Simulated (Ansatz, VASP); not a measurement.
# CuI: VASP beside Ansatz

```
Cu I
1.0
     4.28719    0.00000    0.00000
     2.14359    3.71281    0.00000
     2.14359    1.23760    3.50047
Cu I
1 1
Direct
  0.25000 0.25000 0.25000
  0.00000 0.00000 0.00000
```

Alike in both runs: task single point; functional LDA; k mesh 6 × 6 × 6; occupations fermi-dirac, width 0.02 eV; no spin polarisation.

|  | VASP | Ansatz |
| --- | --- | --- |
| version | VASP 6.6.1 | Ansatz 0.2.0 |
| potentials or method | VASP PAW LDA potentials, release 64 (Cu, I), cutoff 520 eV | plane waves, PAW |
| valence electrons in the cell | 18 | 36 |

```csv
,VASP,Ansatz,Ansatz less VASP
pressure (GPa),-4.2,-4.4,-0.16
```

LDA's correlation is that of Perdew and Zunger in VASP and of Perdew and Wang (1992) in Ansatz. VASP's potentials hold 18 valence electrons a cell and Ansatz's 36, so a difference there can come from the potentials and not from the codes.

Neither program's run includes spin-orbit coupling.
